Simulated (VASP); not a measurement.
**Ge2Pt3: single point with LDA**

The system is Ge2Pt3.

```xyz
10
Lattice="3.4580 0.0000 -0.0011 0.0000 7.5311 0.0000 -1.7215 0.0000 6.0154" Properties=species:S:1:pos:R:3 pbc="T T T"
Ge    1.7290    0.0000   -0.0006
Ge    1.7290    3.7656   -0.0006
Ge    1.7324    1.8828    3.0814
Ge    0.0042    5.6483    2.9330
Pt    1.7349    1.8828    5.6073
Pt    0.0016    5.6483    0.4070
Pt    0.0030    0.4401    1.9312
Pt    1.7335    7.0910    4.0832
Pt    1.7335    4.2057    4.0832
Pt    0.0030    3.3254    1.9312
```

```
Program                : VASP 6.6.1
Task                   : single point
Functional             : LDA
Potentials or basis    : VASP PAW LDA potentials, release 64 (Ge_d, Pt)
Cutoff                 : 520 eV
k mesh                 : 10 × 6 × 6
Occupations            : gaussian, width 0.1 eV
Spin                   : no spin polarisation
Dipole correction      : no
Further INCAR settings : ALGO = Fast; EDIFF = 1e-07; NBANDS = 69
```

- Pressure: 0.8 GPa
- Largest force: 0.009 eV/Å
- Band gap on the k mesh: zero (bands 58 and 59 overlap by 1.81 eV)

Forces in eV/Å, atoms in the order of the input:
```
Ge   0.000  0.000  0.000
Ge   0.000  0.000  0.000
Ge   0.000  0.000 -0.001
Ge   0.000  0.000  0.001
Pt   0.000  0.000 -0.009
Pt   0.000  0.000  0.009
Pt   0.000 -0.008  0.004
Pt   0.000  0.008 -0.004
Pt   0.000 -0.008 -0.004
Pt   0.000  0.008  0.004
```

Stress tensor (GPa, compression positive):
```
0.64 0.00 0.00
0.00 0.99 0.00
0.00 0.00 0.86
```

Levels at points of the mesh, in eV from the Fermi level:
```csv
k point,band 55,band 56,band 57,band 58,band 59,band 60,band 61,band 62
"(0.00, 0.00, 0.00)",-1.72,-1.22,-0.63,-0.29,0.97,1.65,2.44,2.77
"(0.50, 0.00, 0.00)",-1.63,-1.44,-1.33,-1.30,-1.16,-0.10,0.38,1.34
"(0.00, 0.50, 0.00)",-1.66,-1.66,-0.54,-0.54,1.35,1.35,2.75,2.75
"(0.50, 0.50, 0.00)",-1.70,-1.70,-1.24,-1.24,0.28,0.28,1.23,1.23
"(0.00, 0.00, 0.50)",-1.72,-1.43,-0.59,0.11,0.94,1.84,2.16,3.08
"(0.50, 0.00, 0.50)",-1.63,-1.44,-1.33,-1.30,-1.17,-0.10,0.39,1.33
"(0.00, 0.50, 0.50)",-1.72,-1.72,0.30,0.30,1.03,1.03,2.24,2.24
"(0.50, 0.50, 0.50)",-1.70,-1.70,-1.24,-1.24,0.29,0.29,1.23,1.23
```

It took 29 min on 1 thread of Oxide Virtual Turin-like Processor (shared host), peak memory 0.9 GiB.

Caveat: spin-orbit coupling is left out, which moves the levels of the heavy elements.
